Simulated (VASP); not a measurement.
Wanted: the native input for a VASP 6.6.1 run.

```yaml
Task: single point
Functional: PBE
Potentials_or_basis: VASP PAW PBE potentials, release 64 (Ga_d)
Cutoff: 520 eV
k_mesh: 8 × 8 × 10
Occupations: fermi-dirac, width 0.05 eV
Spin: no spin polarisation
Dipole_correction: no
Further_INCAR_settings: ALGO = Normal; EDIFF = 1e-06; NBANDS = 26
```

The structure of Ga lies in POSCAR:

```
Ga
1.0
    4.4944606958      0.0000000000      0.0000000000
   -2.2472303479      3.8923171389      0.0000000000
    0.0000000000      0.0000000000      2.8125464874
Ga
3
Direct
    0.0000000000      0.0000000000      0.0000000000
    0.3333333333      0.6666666667      0.5000000000
    0.6666666667      0.3333333333      0.5000000000
```

This cell differs from its parent crystal: volume scaled by 0.85.

These files were run (other wordings do the same):

INCAR

```
SYSTEM = Ga
PREC = Accurate
ENCUT = 520
EDIFF = 1E-6
ISMEAR = -1
SIGMA = 0.05
LREAL = .FALSE.
LASPH = .TRUE.
NELM = 100
ALGO = Normal
ISIF = 2
LWAVE = .FALSE.
LCHARG = .TRUE.
GGA = PE
LELF = .TRUE.
LVHAR = .TRUE.
NBANDS = 26
```

KPOINTS

```
regular mesh
0
G
  8 8 10
  0 0 0
```

Potentials or basis: VASP PAW PBE potentials, release 64 (Ga_d).

Command:

```sh
$ cat potpaw_PBE.64/Ga_d/POTCAR > POTCAR
$ mpirun -np 1 vasp_std > vasp.out
```

It gave:

| Property | Result |
| --- | --- |
| Pressure | 11.5 GPa |

Wall time 40 s on 1 thread of AMD EPYC 9R45 96-Core Processor (Zen 5), on a shared host, peak memory 0.18 GiB.
